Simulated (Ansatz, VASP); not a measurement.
## Two plane-wave programs on Ge

```xyz
8
Lattice="2.6812 -3.7649 0.0000 2.6812 3.7649 0.0000 0.0000 0.0000 7.9735" Properties=species:S:1:pos:R:3 pbc="T T T"
Ge    2.6812    1.8792    3.9820
Ge    2.6812   -1.8792    7.9688
Ge    2.6812    1.8792    0.0048
Ge    2.6812   -1.8792    3.9915
Ge    2.6812   -0.0061    1.9934
Ge    2.6812    0.0061    5.9801
Ge    2.6812   -3.7605    1.9934
Ge    2.6812    3.7605    5.9801
```

Alike in both runs: functional PBE; k mesh 4 × 4 × 2; occupations gaussian, width 0.1 eV; no spin polarisation.

Ansatz relaxed the structure, and its values are those at the end. VASP's run is a single point on that final structure, the one shown.

```csv
,VASP,Ansatz
version,VASP 6.6.1,Ansatz 0.2.0
potentials or method,"VASP PAW PBE potentials, release 64 (Ge_d), cutoff 520 eV","scalar-relativistic, plane waves, PAW"
valence electrons in the cell,112,112
```

```csv
,VASP,Ansatz,Ansatz less VASP
gap on the k mesh at the Fermi level (eV),none,none,-
pressure (GPa),0.1,0.1,-0.03
rms of the force components (eV/Å),0.004,0.004,-0.0001
```

A gap of «none» marks a metal or a gap that the smearing closes. The functional is the same, so the differences come from potentials, cutoffs and numerics.

The k mesh is coarse, so the values compare programs but aren't converged.
